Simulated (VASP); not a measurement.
# Li2S (Fm-3m) in VASP: notebook, part 3 of 3

VASP 6.6.1. The steps go on from the part before.

## Step 6: Single point, PBE

Input file INCAR:

```
SYSTEM = Li2S
PREC = Accurate
ENCUT = 750
EDIFF = 1E-6
ISMEAR = 0
SIGMA = 0.01
LREAL = .FALSE.
LASPH = .TRUE.
NELM = 120
ALGO = Normal
ISIF = 2
LWAVE = .FALSE.
LCHARG = .TRUE.
GGA = PE
LELF = .TRUE.
LVHAR = .TRUE.
NBANDS = 13
GGA_COMPAT = .FALSE.
```

Input file KPOINTS:

```
regular mesh
0
G
  4 4 4
  0 0 0
```

Input file POSCAR:

```
Li2S
1.0
    0.0000000000      2.8351678429      2.8351678429
    2.8351678429      0.0000000000      2.8351678429
    2.8351678429      2.8351678429      0.0000000000
Li S
2 1
Direct
    0.7500000000      0.7500000000      0.7500000000
    0.2500000000      0.2500000000      0.2500000000
    0.0000000000      0.0000000000      0.0000000000
```

Potentials or basis: VASP PAW PBE potentials, release 64 (Li_sv, S).

On the command line:

```sh
$ cat potpaw_PBE.64/Li_sv/POTCAR potpaw_PBE.64/S/POTCAR > POTCAR
$ mpirun -np 1 vasp_std > vasp.out
```

OUTCAR:

```text
SYSTEM = Li2S
   PREC = Accurate
   ENCUT = 750
   EDIFF = 1E-6
   ISMEAR = 0
   LREAL = .FALSE.
   LASPH = .TRUE.
   NELM = 120
   ISIF = 2
   GGA = PE

 ion  position               nearest neighbor table
   1  0.750  0.750  0.750-   3 2.46   3 2.46   3 2.46   3 2.46
   2  0.250  0.250  0.250-   3 2.46   3 2.46   3 2.46   3 2.46
   3  0.000  0.000  0.000-   1 2.46   1 2.46   2 2.46   2 2.46   1 2.46   1 2.46   2 2.46   2 2.46

  LATTYP: Found a face centered cubic cell.
 ALAT       =     5.6703356858

  Lattice vectors:

 A1 = (   0.0000000000,   2.8351678429,   2.8351678429)
 A2 = (   2.8351678429,   0.0000000000,   2.8351678429)
 A3 = (   2.8351678429,   2.8351678429,   0.0000000000)

Analysis of symmetry for initial positions (statically):
=====================================================================
 Subroutine PRICEL returns:
 Original cell was already a primitive cell.

 Routine SETGRP: Setting up the symmetry group for a
 face centered cubic supercell.

 Subroutine GETGRP returns: Found 48 space group operations
 (whereof 48 operations were pure point group operations)
 out of a pool of 48 trial point group operations.

The static configuration has the point symmetry O_h .

Analysis of symmetry for dynamics (positions and initial velocities):
=====================================================================
 Subroutine PRICEL returns:
 Original cell was already a primitive cell.

 Routine SETGRP: Setting up the symmetry group for a
 face centered cubic supercell.

 Subroutine GETGRP returns: Found 48 space group operations
 (whereof 48 operations were pure point group operations)
 out of a pool of 48 trial point group operations.

The dynamic configuration has the point symmetry O_h .

 Subroutine INISYM returns: Found 48 space group operations
 (whereof 48 operations are pure point group operations),
 and found     1 'primitive' translations

----------------------------------------------------------------------------------------

                                     Primitive cell

  volume of cell :      45.5792

  direct lattice vectors                    reciprocal lattice vectors
     0.000000000  2.835167843  2.835167843    -0.176356402  0.176356402  0.176356402
     2.835167843  0.000000000  2.835167843     0.176356402 -0.176356402  0.176356402
     2.835167843  2.835167843  0.000000000     0.176356402  0.176356402 -0.176356402

  length of vectors
     4.009532815  4.009532815  4.009532815     0.305458249  0.305458249  0.305458249

  position of ions in fractional coordinates (direct lattice)
     0.750000000  0.750000000  0.750000000
     0.250000000  0.250000000  0.250000000
     0.000000000  0.000000000  0.000000000

  ion indices of the primitive-cell ions
   primitive index   ion index
                 1           1
                 2           2
                 3           3

----------------------------------------------------------------------------------------

 KPOINTS: regular mesh

Automatic generation of k-mesh.
 Grid dimensions read from file:
 generate k-points for:    4    4    4

 Generating k-lattice:

[... 25 lines left out ...]
 -0.250000  0.500000  0.250000      6.000000
   k-points           NKPTS =      8   k-points in BZ     NKDIM =      8   number of bands    NBANDS=     13
   number of dos      NEDOS =    301   number of ions     NIONS =      3
   total plane-waves  NPLWV =  46656
   dimension x,y,z NGX =    36 NGY =   36 NGZ =   36
   dimension x,y,z NGXF=    72 NGYF=   72 NGZF=   72
   ions per type =               2   1
   NGX,Y,Z   is equivalent  to a cutoff of  14.93, 14.93, 14.93 a.u.
   NGXF,Y,Z  is equivalent  to a cutoff of  29.85, 29.85, 29.85 a.u.
 SYSTEM =  Li2S
   PREC   = accura    normal or accurate (medium, high low for compatibility)
   ISTART =      0    job   : 0-new  1-cont  2-samecut
   ICHARG =      2    charge: 1-file 2-atom 10-const
   ISPIN  =      1    spin polarized calculation?
   LNONCOLLINEAR =      F non collinear calculations
   LSORBIT =      F    spin-orbit coupling
   LASPH  =      T    aspherical Exc in radial PAW
   ENCUT  =  750.0 eV  55.12 Ry    7.42 a.u.   8.95  8.95  8.95*2*pi/ulx,y,z
   NELM   =    120;   NELMIN=  2; NELMDL= -5     # of ELM steps
   EDIFF  = 0.1E-05   stopping-criterion for ELM
   LREAL  =      F    real-space projection
   EDIFFG = 0.1E-04   stopping-criterion for IOM
   NSW    =      0    number of steps for IOM
   IBRION =     -1    ionic relax: 0-MD 1-quasi-New 2-CG
   NFREE  =      0    steps in history (QN), initial steepest desc. (CG)
   ISIF   =      2    stress and relaxation
   ISYM   =      2    0-nonsym 1-usesym 2-fastsym
   POTIM  = 0.5000    time-step for ionic-motion
   TEBEG  =    0.0;   TEEND  =   0.0 temperature during run
   PSTRESS=    0.0 pullay stress
   NELECT =      12.0000    total number of electrons
   NUPDOWN=      -1.0000    fix difference up-down
   EMIN   =  10.00;   EMAX   =-10.00  energy-range for DOS
   EFERMI =   0.00;   METHOD = LEGACY
   ISMEAR =     0;   SIGMA  =   0.01  broadening in eV -4-tet -1-fermi 0-gaus
   EFERMI_NEDOS =   21; number of points for ismear=-14 and -15
   IALGO  =     38    algorithm
   IMIX   =      4    mixing-type and parameters
     AMIX     =   0.40;   BMIX     =  1.00
     AMIX_MAG =   1.60;   BMIX_MAG =  1.00
  volume/ion in A,a.u.               =      15.19       102.53
  Fermi-wavevector in a.u.,A,eV,Ry     =   1.049252  1.982799 14.979059  1.100930
  Thomas-Fermi vector in A             =   2.184207
   LORBIT       =      0    0 simple, 1 ext, 2 COOP (PROOUT), +10 PAW based schemes
   GGA     = PE    functional components
   LHFCALC =     F    Hartree Fock is set to
   AEXX    =    0.0000 exact exchange contribution
   IVDW    =     0    specifies the selected vdW correction
   LEPSILON=     F    determine dielectric tensor
   LRPA    =     F    only Hartree local field effects (RPA)
 non-spin polarized calculation
 Gauss-broadening in eV      SIGMA  =   0.01
  energy-cutoff  :      750.00
  volume of cell :       45.58
 maximum number of plane-waves:      2148
   NGX = 17   NGY = 17   NGZ = 17

 number of electron      11.9999997 magnetization

 Free energy of the ion-electron system (eV)
  ---------------------------------------------------
  ext. energy  EPLUGINS =         0.00000000
  ---------------------------------------------------
  free energy    TOTEN  =       -11.98469801 eV

  energy without entropy =      -11.98469801  energy(sigma->0) =      -11.98469801

 E-fermi :   1.7145     XC(G=0):  -8.5612

 val. band max:        1.5608185325   @ k =   0.0000   0.0000   0.0000
 cond. band min:       4.9343406667   @ k =   0.5000   0.5000   0.0000
 fundamental gap:      3.3735221342
 Fermi energy:         1.7145065881

 k-point     1 :       0.0000    0.0000    0.0000
  band No.  band energies     occupation
      1     -42.5930      2.00000
      2     -42.5480      2.00000
      3      -9.5023      2.00000
      4       1.5608      2.00000
      5       1.5608      2.00000
      6       1.5608      2.00000
      7       5.8999      0.00000
      8       7.7920      0.00000
      9       7.7920      0.00000
     10       7.7920      0.00000
     11      12.7745      0.00000
     12      12.7745      0.00000
     13      14.0561      0.00000
[... 98 lines left out ...]
  band No.  band energies     occupation
      1     -42.5693      2.00000
      2     -42.5693      2.00000
      3      -8.9153      2.00000
      4      -0.2956      2.00000
      5      -0.2956      2.00000
      6      -0.2357      2.00000
      7       7.0518      0.00000
      8       8.8966      0.00000
      9      10.5035      0.00000
     10      10.5035      0.00000
     11      13.5924      0.00000
     12      13.5924      0.00000
     13      14.2646      0.00000

------------------------ aborting loop because EDIFF is reached ----------------------------------------

  FORCE on cell =-STRESS in cart. coord.  units (eV):
  Direction    XX          YY          ZZ          XY          YZ          ZX
  --------------------------------------------------------------------------------------
  -------------------------------------------------------------------------------------
  Total        0.1836596      0.1836596      0.1836596      0.0000000      0.0000000     -0.0000000
  in kB        6.4559159      6.4559159      6.4559159      0.0000000      0.0000000     -0.0000000
  external PRESSURE =       6.4559159 kB  Pullay stress =       0.0000000 kB

 VOLUME and BASIS-vectors are now :
 -----------------------------------------------------------------------------
  energy-cutoff  :      750.00
  volume of cell :       45.58
      direct lattice vectors                 reciprocal lattice vectors
     0.000000000  2.835167843  2.835167843    -0.176356402  0.176356402  0.176356402
     2.835167843  0.000000000  2.835167843     0.176356402 -0.176356402  0.176356402
     2.835167843  2.835167843  0.000000000     0.176356402  0.176356402 -0.176356402

 POSITION                                       TOTAL-FORCE (eV/Angst)
 -----------------------------------------------------------------------------------
      4.25275      4.25275      4.25275        -0.000000     -0.000000      0.000000
      1.41758      1.41758      1.41758         0.000000      0.000000     -0.000000
      0.00000      0.00000      0.00000        -0.000000      0.000000     -0.000000
 -----------------------------------------------------------------------------------
    total drift:                                0.000000      0.000000      0.000000

  FREE ENERGIE OF THE ION-ELECTRON SYSTEM (eV)
  ---------------------------------------------------
  free  energy   TOTEN  =       -11.9846980055 eV

  energy  without entropy=      -11.9846980055  energy(sigma->0) =      -11.98469801
```

stdout:

```text
POSCAR found type information on POSCAR LiS
 POSCAR found :  2 types and       3 ions
 scaLAPACK will be used
 LDA part: xc-table for (Slater+PW92), standard interpolation
 POSCAR, INCAR and KPOINTS ok, starting setup
 FFT: planning ... GRIDC
 FFT: planning ... GRID_SOFT
 FFT: planning ... GRID
 WAVECAR not read
 entering main loop
```

Run time: 13 s. Hardware: 1 thread of Intel Xeon Platinum 8375C at 2.90GHz (Ice Lake), shared host; peak memory 0.19 GiB.

Results:

```
Free energy            : -11.9847 eV
Pressure               : 0.6 GPa
Band gap on the k mesh : 3.37 eV (least direct gap 4.34 eV)
```

Caveat: the k points lie up to 0.48 Å⁻¹ apart. A k mesh can miss the band edges.

## Step 7: Overview

| level | smearing | gap on the mesh (eV) | pressure (GPa) |
| --- | --- | --- | --- |
| PBE | methfessel-paxton 0.136057 eV | 3.37 | 0.6 |
| PBE | gaussian 0.01 eV | 3.37 | 0.6 |
| PBE+D3(BJ) | methfessel-paxton 0.044 eV | 3.37 | -2.4 |

Alike in all rows: task single point; potentials or basis VASP PAW PBE potentials, release 64 (Li_sv, S); no spin polarisation; cell as given; k mesh 4 × 4 × 4; cutoff (eV) 750.

Caveats: all runs use coarse meshes; three body term missing (at least some runs).

Absolute energies hang on the potentials; compare differences alone.
